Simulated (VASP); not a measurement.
# KCl (F-43m) in VASP: single point with HSE06

Aim: the single point of KCl with HSE06.

All numbers are computed with VASP 6.6.1; they aren't measurements. Logs are shortened: lines on timing, memory, paths and dates and some standing lists are left out, and cuts for length are marked.

### 1 The cell of the first run

The structure is cubic, space group F-43m (No. 216). Conventional cell: a = 7.015 Å, b = 7.015 Å, c = 7.015 Å, α = 90.00°, β = 90.00°, γ = 90.00°. K (site symmetry -43m) has 4 Cl at 3.04 Å within 4.0 Å. Cl (site symmetry -43m) has 4 K at 3.04 Å within 4.0 Å.

### 2 Single point, HSE06

File POSCAR:

```
KCl
1.0
    0.0000000000      3.5072828304      3.5072828304
    3.5072828304      0.0000000000      3.5072828304
    3.5072828304      3.5072828304      0.0000000000
K Cl
1 1
Direct
    0.0000000000      0.0000000000      0.0000000000
    0.2500000000      0.2500000000      0.2500000000
```

File INCAR.step1:

```
  PREC = Accurate
  ENCUT = 520
  EDIFF = 1E-5
  ISMEAR = 1
  SIGMA = 0.05
  LREAL = False
  LASPH = True
  NELM = 100
  ALGO = Normal
  ISIF = 2
  LWAVE = True
  LCHARG = False
  GGA = PE
  NBANDS = 15
```

File INCAR.step2:

```
  PREC = Accurate
  ENCUT = 520
  EDIFF = 1E-6
  ISMEAR = 1
  SIGMA = 0.05
  LREAL = False
  LASPH = True
  NELM = 100
  ALGO = Normal
  ISIF = 2
  LWAVE = False
  LCHARG = False
  GGA = PE
  LHFCALC = True
  HFSCREEN = 0.2079
  PRECFOCK = Normal
  ISTART = 1
  NBANDS = 15
```

File KPOINTS:

```
Automatic mesh
0
Gamma
  4 4 4
```

Potentials or basis: VASP PAW PBE potentials, release 64 (K_sv, Cl).

On the command line:

```console
cat potpaw_PBE.64/K_sv/POTCAR potpaw_PBE.64/Cl/POTCAR > POTCAR
cp INCAR.step1 INCAR
mpirun -np 1 vasp_std > vasp.out
cp INCAR.step2 INCAR
mpirun -np 1 vasp_std > vasp.out
```

OUTCAR:

```text
PREC = Accurate
   ENCUT = 520
   EDIFF = 1E-6
   ISMEAR = 1
   LREAL = False
   LASPH = True
   NELM = 100
   ISIF = 2
   GGA = PE
   LHFCALC = True
   HFSCREEN = 0.2079
   PRECFOCK = Normal
   ISTART = 1

 ion  position               nearest neighbor table
   1  0.000  0.000  0.000-   2 3.04   2 3.04   2 3.04   2 3.04
   2  0.250  0.250  0.250-   1 3.04   1 3.04   1 3.04   1 3.04

  LATTYP: Found a face centered cubic cell.
 ALAT       =     7.0145656608

  Lattice vectors:

 A1 = (   0.0000000000,   3.5072828304,   3.5072828304)
 A2 = (   3.5072828304,   0.0000000000,   3.5072828304)
 A3 = (   3.5072828304,   3.5072828304,   0.0000000000)

Analysis of symmetry for initial positions (statically):
=====================================================================
 Subroutine PRICEL returns:
 Original cell was already a primitive cell.

 Routine SETGRP: Setting up the symmetry group for a
 face centered cubic supercell.

 Subroutine GETGRP returns: Found 24 space group operations
 (whereof 24 operations were pure point group operations)
 out of a pool of 48 trial point group operations.

The static configuration has the point symmetry T_d .

Analysis of symmetry for dynamics (positions and initial velocities):
=====================================================================
 Subroutine PRICEL returns:
 Original cell was already a primitive cell.

 Routine SETGRP: Setting up the symmetry group for a
 face centered cubic supercell.

 Subroutine GETGRP returns: Found 24 space group operations
 (whereof 24 operations were pure point group operations)
 out of a pool of 48 trial point group operations.

The dynamic configuration has the point symmetry T_d .

 Subroutine INISYM returns: Found 24 space group operations
 (whereof 24 operations are pure point group operations),
 and found     1 'primitive' translations

----------------------------------------------------------------------------------------

                                     Primitive cell

  volume of cell :      86.2864

  direct lattice vectors                    reciprocal lattice vectors
     0.000000000  3.507282830  3.507282830    -0.142560502  0.142560502  0.142560502
     3.507282830  0.000000000  3.507282830     0.142560502 -0.142560502  0.142560502
     3.507282830  3.507282830  0.000000000     0.142560502  0.142560502 -0.142560502

  length of vectors
     4.960046946  4.960046946  4.960046946     0.246922032  0.246922032  0.246922032

  position of ions in fractional coordinates (direct lattice)
     0.000000000  0.000000000  0.000000000
     0.250000000  0.250000000  0.250000000

  ion indices of the primitive-cell ions
   primitive index   ion index
                 1           1
                 2           2

----------------------------------------------------------------------------------------

 KPOINTS: Automatic mesh

Automatic generation of k-mesh.
 Grid dimensions read from file:
 generate k-points for:    4    4    4

 Generating k-lattice:

  Cartesian coordinates                     Fractional coordinates (reciprocal lattice)
    -0.035640125  0.035640125  0.035640125     0.250000000  0.000000000  0.000000000
     0.035640125 -0.035640125  0.035640125     0.000000000  0.250000000  0.000000000
     0.035640125  0.035640125 -0.035640125     0.000000000  0.000000000  0.250000000

  Length of vectors
     0.061730508  0.061730508  0.061730508

  Shift w.r.t. Gamma in fractional coordinates (k-lattice)
     0.000000000  0.000000000  0.000000000

 Subroutine IBZKPT returns following result:
 ===========================================

 Found      8 irreducible k-points:

 Following reciprocal coordinates:
            Coordinates               Weight
  0.000000  0.000000  0.000000      1.000000
  0.250000  0.000000  0.000000      8.000000
  0.500000  0.000000  0.000000      4.000000
  0.250000  0.250000  0.000000      6.000000
  0.500000  0.250000  0.000000     24.000000
 -0.250000  0.250000  0.000000     12.000000
  0.500000  0.500000  0.000000      3.000000
 -0.250000  0.500000  0.250000      6.000000
   k-points           NKPTS =      8   k-points in BZ     NKDIM =     64   number of bands    NBANDS=     15
   number of dos      NEDOS =    301   number of ions     NIONS =      2
   total plane-waves  NPLWV =  64000
   dimension x,y,z NGX =    40 NGY =   40 NGZ =   40
   dimension x,y,z NGXF=    80 NGYF=   80 NGZF=   80
   ions per type =               1   1
   NGX,Y,Z   is equivalent  to a cutoff of  13.41, 13.41, 13.41 a.u.
   NGXF,Y,Z  is equivalent  to a cutoff of  26.81, 26.81, 26.81 a.u.
 SYSTEM =  unknown system
   PREC   = accura    normal or accurate (medium, high low for compatibility)
   ISTART =      1    job   : 0-new  1-cont  2-samecut
   ICHARG =      0    charge: 1-file 2-atom 10-const
   ISPIN  =      1    spin polarized calculation?
   LNONCOLLINEAR =      F non collinear calculations
   LSORBIT =      F    spin-orbit coupling
   LASPH  =      T    aspherical Exc in radial PAW
   ENCUT  =  520.0 eV  38.22 Ry    6.18 a.u.   9.22  9.22  9.22*2*pi/ulx,y,z
   NELM   =    100;   NELMIN=  2; NELMDL=  0     # of ELM steps
   EDIFF  = 0.1E-05   stopping-criterion for ELM
   LREAL  =      F    real-space projection
   EDIFFG = 0.1E-04   stopping-criterion for IOM
   NSW    =      0    number of steps for IOM
   IBRION =     -1    ionic relax: 0-MD 1-quasi-New 2-CG
   NFREE  =      0    steps in history (QN), initial steepest desc. (CG)
   ISIF   =      2    stress and relaxation
   ISYM   =      3    0-nonsym 1-usesym 2-fastsym
   POTIM  = 0.5000    time-step for ionic-motion
   TEBEG  =    0.0;   TEEND  =   0.0 temperature during run
   PSTRESS=    0.0 pullay stress
   NELECT =      16.0000    total number of electrons
   NUPDOWN=      -1.0000    fix difference up-down
   EMIN   =  10.00;   EMAX   =-10.00  energy-range for DOS
   EFERMI =   0.00;   METHOD = LEGACY
   ISMEAR =     1;   SIGMA  =   0.05  broadening in eV -4-tet -1-fermi 0-gaus
   EFERMI_NEDOS =   21; number of points for ismear=-14 and -15
   IALGO  =     38    algorithm
   IMIX   =      1    mixing-type and parameters
     AMIX     =   0.40;   BMIX     =  1.00
     AMIX_MAG =   1.60;   BMIX_MAG =  1.00
  volume/ion in A,a.u.               =      43.14       291.14
  Fermi-wavevector in a.u.,A,eV,Ry     =   0.933542  1.764139 11.857496  0.871501
  Thomas-Fermi vector in A             =   2.060255
   LORBIT       =      0    0 simple, 1 ext, 2 COOP (PROOUT), +10 PAW based schemes
   GGA     = PE    functional components
   LHFCALC =     T    Hartree Fock is set to
   PRECFOCK=normal    Normal, Fast or Accurate (Low or Medium for compatibility)
   ENCUT4O =  -1.0   cutoff for four orbital integrals eV
   NKREDX  =     1    reduce k-point grid by
   NKREDY  =     1    reduce k-point grid by
   NKREDZ  =     1    reduce k-point grid by
   AEXX    =    0.2500 exact exchange contribution
   HFSCREEN=    0.2079 screening length (either q_TF or 0.3 A-1)
   HFSCREENC=   0.2079 screening length for correlation (either q_TF or 0.3 A-1)
   ENCUTFOCK=  -1.0 apply spherical cutoff to Coloumb kernel
   IVDW    =     0    specifies the selected vdW correction
   LEPSILON=     F    determine dielectric tensor
   LRPA    =     F    only Hartree local field effects (RPA)
 non-spin polarized calculation
 Methfessel and Paxton  Order N= 1 SIGMA  =   0.05
  energy-cutoff  :      520.00
  volume of cell :       86.29
 maximum number of plane-waves:      2346
 NGX is ok and might be reduce to    40
  NGX = 28; NGY = 28; NGZ = 28

 number of electron      16.0000000 magnetization

 Free energy of the ion-electron system (eV)
  ---------------------------------------------------
  ext. energy  EPLUGINS =         0.00000000
  ---------------------------------------------------
  free energy    TOTEN  =        -7.65962956 eV

  energy without entropy =       -7.66403011  energy(sigma->0) =       -7.66109641

 E-fermi :  -4.1539     XC(G=0):  -5.1527

 val. band max:       -4.1870234760   @ k =   0.5000   0.5000   0.0000
 cond. band min:       1.8312322497   @ k =   0.0000   0.0000   0.0000
 fundamental gap:      6.0182557257
 Fermi energy:        -4.1539196721

 k-point     1 :       0.0000    0.0000    0.0000
  band No.  band energies     occupation
      1     -33.4935      2.00000
      2     -17.0528      2.00000
      3     -15.6361      2.00000
      4     -15.6361      2.00000
      5     -15.6361      2.00000
      6      -4.2285      2.05605
      7      -4.2285      2.05605
      8      -4.2285      2.05605
      9       1.8312      0.00000
     10       6.8062      0.00000
     11       6.8062      0.00000
     12       7.7803      0.00000
     13       7.7803      0.00000
     14       7.7803      0.00000
     15       8.7711      0.00000

 k-point     2 :       0.2500    0.0000    0.0000
  band No.  band energies     occupation
      1     -33.4920      2.00000
      2     -17.1364      2.00000
      3     -15.6419      2.00000
      4     -15.6419      2.00000
      5     -15.5411      2.00000
      6      -4.4002      2.00000
      7      -4.2119      2.06950
      8      -4.2119      2.06950
      9       2.7324      0.00000
     10       6.3318      0.00000
     11       6.3318      0.00000
     12       6.6035      0.00000
     13       7.8201      0.00000
     14       8.3319      0.00000
     15       8.3319      0.00000

 k-point     3 :       0.5000    0.0000    0.0000
  band No.  band energies     occupation
      1     -33.4904      2.00000
      2     -17.2100      2.00000
      3     -15.6477      2.00000
      4     -15.6477      2.00000
      5     -15.4570      2.00000
      6      -4.5333      2.00000
      7      -4.1961      2.00037
      8      -4.1961      2.00037
      9       4.3619      0.00000
     10       4.5640      0.00000
     11       6.2564      0.00000
     12       6.2564      0.00000
     13       7.9579      0.00000
     14       7.9579      0.00000
     15       8.6000      0.00000

 k-point     4 :       0.2500    0.2500    0.0000
  band No.  band energies     occupation
      1     -33.4914      2.00000
      2     -17.1613      2.00000
      3     -15.6501      2.00000
      4     -15.6501      2.00000
      5     -15.4995      2.00000
      6      -4.4422      2.00000
      7      -4.2091      2.06568
      8      -4.2091      2.06568
      9       2.9964      0.00000
     10       5.1949      0.00000
     11       7.1357      0.00000
     12       7.3755      0.00000
     13       8.1098      0.00000
     14       8.1098      0.00000
     15       8.6997      0.00000

 k-point     5 :       0.5000    0.2500    0.0000
  band No.  band energies     occupation
      1     -33.4899      2.00000
      2     -17.2307      2.00000
      3     -15.6678      2.00000
      4     -15.6559      2.00000
      5     -15.4076      2.00000
      6      -4.4958      2.00000
      7      -4.2672      2.00616
      8      -4.1917      1.95515
      9       3.9804      0.00000
     10       4.8643      0.00000
     11       6.2918      0.00000
     12       6.8311      0.00000
     13       8.2244      0.00000
     14       8.2909      0.00000
     15       8.5608      0.00000

 k-point     6 :      -0.2500    0.2500    0.0000
  band No.  band energies     occupation
      1     -33.4904      2.00000
      2     -17.2083      2.00000
      3     -15.6677      2.00000
      4     -15.6477      2.00000
      5     -15.4383      2.00000
      6      -4.4377      2.00000
      7      -4.2972      2.00039
      8      -4.1941      1.98219
      9       3.7331      0.00000
     10       5.3838      0.00000
     11       6.0952      0.00000
     12       6.2485      0.00000
     13       8.2363      0.00000
     14       8.4766      0.00000
     15       8.6295      0.00000

 k-point     7 :       0.5000    0.5000    0.0000
  band No.  band energies     occupation
      1     -33.4894      2.00000
      2     -17.2529      2.00000
      3     -15.6641      2.00000
      4     -15.6641      2.00000
      5     -15.3805      2.00000
      6      -4.5979      2.00000
      7      -4.1870      1.89186
      8      -4.1870      1.89186
      9       3.7578      0.00000
     10       4.8511      0.00000
     11       7.1905      0.00000
     12       7.7365      0.00000
     13       7.7365      0.00000
     14       7.9529      0.00000
     15       8.3468      0.00000

 k-point     8 :      -0.2500    0.5000    0.2500
  band No.  band energies     occupation
      1     -33.4894      2.00000
      2     -17.2513      2.00000
      3     -15.6746      2.00000
      4     -15.6645      2.00000
      5     -15.3719      2.00000
      6      -4.4268      2.00000
      7      -4.3633      2.00000
      8      -4.1914      1.95251
      9       3.9823      0.00000
     10       4.8442      0.00000
     11       7.0114      0.00000
     12       7.0602      0.00000
     13       7.5183      0.00000
     14       8.0133      0.00000
     15       8.8097      0.00000

------------------------ aborting loop because EDIFF is reached ----------------------------------------

  FORCE on cell =-STRESS in cart. coord.  units (eV):
  Direction    XX          YY          ZZ          XY          YZ          ZX
  --------------------------------------------------------------------------------------
  -------------------------------------------------------------------------------------
  Total        0.0861278      0.0861278      0.0861278      0.0000000      0.0000000      0.0000000
  in kB        1.5992318      1.5992318      1.5992318      0.0000000      0.0000000      0.0000000
  external PRESSURE =       1.5992318 kB  Pullay stress =       0.0000000 kB

 VOLUME and BASIS-vectors are now :
 -----------------------------------------------------------------------------
  energy-cutoff  :      520.00
  volume of cell :       86.29
      direct lattice vectors                 reciprocal lattice vectors
     0.000000000  3.507282830  3.507282830    -0.142560502  0.142560502  0.142560502
     3.507282830  0.000000000  3.507282830     0.142560502 -0.142560502  0.142560502
     3.507282830  3.507282830  0.000000000     0.142560502  0.142560502 -0.142560502

 POSITION                                       TOTAL-FORCE (eV/Angst)
 -----------------------------------------------------------------------------------
      0.00000      0.00000      0.00000        -0.000000     -0.000000     -0.000000
      1.75364      1.75364      1.75364         0.000000      0.000000      0.000000
 -----------------------------------------------------------------------------------
    total drift:                               -0.000014      0.000010      0.000005

  FREE ENERGIE OF THE ION-ELECTRON SYSTEM (eV)
  ---------------------------------------------------
  free  energy   TOTEN  =        -7.6596295578 eV

  energy  without entropy=       -7.6640301126  energy(sigma->0) =       -7.66109641
```

It took 7.2 min on 1 thread of Intel Xeon Platinum 8259CL at 2.50GHz (Skylake/Cascade Lake), shared host; peak memory 0.35 GiB.

What came out:

| Property | Result |
| --- | --- |
| Free energy | -7.6596 eV |
| Pressure | 0.2 GPa |
| Band gap on the k mesh | 6.02 eV, indirect (least direct gap 6.06 eV) |

Caveat: the PAW data sets were made with another functional, which shifts forces and pressure a little. A k mesh can miss the band edges.
